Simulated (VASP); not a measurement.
AlNi: single point with PBE

AlNi, a wire with vacuum:

```
Al Ni
1.0
    15.10000    0.00000    0.00000
     0.00000   16.50000    0.00000
     0.00000    0.00000    4.09144
Al Ni
12 12
Direct
  0.29678 0.71917 0.00000
  0.29678 0.54383 0.00000
  0.29678 0.36850 0.00000
  0.56774 0.71917 0.00000
  0.56774 0.54383 0.00000
  0.56774 0.36850 0.00000
  0.43226 0.71917 0.50000
  0.43226 0.54383 0.50000
  0.43226 0.36850 0.50000
  0.70322 0.71917 0.50000
  0.70322 0.54383 0.50000
  0.70322 0.36850 0.50000
  0.43226 0.63150 0.00000
  0.43226 0.45617 0.00000
  0.43226 0.28083 0.00000
  0.29678 0.63150 0.50000
  0.29678 0.45617 0.50000
  0.29678 0.28083 0.50000
  0.70322 0.63150 0.00000
  0.70322 0.45617 0.00000
  0.70322 0.28083 0.00000
  0.56774 0.63150 0.50000
  0.56774 0.45617 0.50000
  0.56774 0.28083 0.50000
```

```json
{
 "Program": "VASP 6.6.1",
 "Task": "single point",
 "Functional": "PBE",
 "Potentials or basis": "VASP PAW PBE potentials, release 64 (Al, Ni)",
 "Cutoff": "520 eV",
 "k mesh": "1 × 1 × 13",
 "Occupations": "gaussian, width 0.05 eV",
 "Spin": "no spin polarisation"
}
```

```json
{
  "Largest force": "1.669 eV/Å",
  "Band gap on the k mesh": "zero (bands 78 and 79 overlap by 0.30 eV)"
}
```

Forces on the atoms (eV/Å):
```
Al   0.126 -0.763  0.000
Al  -0.451 -0.128  0.000
Al  -0.096 -0.559  0.000
Al   0.098 -0.275  0.000
Al   0.334 -0.009  0.000
Al   0.294 -0.962  0.000
Al  -0.098 -0.275  0.000
Al  -0.334 -0.009  0.000
Al  -0.294 -0.962  0.000
Al  -0.126 -0.763  0.000
Al   0.451 -0.128  0.000
Al   0.096 -0.559  0.000
Ni   0.297  0.097  0.000
Ni   0.289  0.240  0.000
Ni   0.024  0.639  0.000
Ni   0.721  0.270  0.000
Ni   0.655  0.161  0.000
Ni   1.059  1.290  0.000
Ni  -0.721  0.270  0.000
Ni  -0.655  0.161  0.000
Ni  -1.059  1.290  0.000
Ni  -0.297  0.097  0.000
Ni  -0.289  0.240  0.000
Ni  -0.024  0.639  0.000
```

Levels at points of the mesh, in eV from the Fermi level:
```tsv
k point	band 75	band 76	band 77	band 78	band 79	band 80	band 81	band 82
(0.00, 0.00, 0.00)	-0.28	-0.27	0.08	0.17	0.51	0.62	0.63	0.68
```

It took 28 min on 1 thread of Intel(R) Xeon(R) Platinum 8488C (Sapphire Rapids) (shared host), peak memory 1.1 GiB.

Spin polarisation is off, so any magnetic state and its effect on volume and gap are missing.
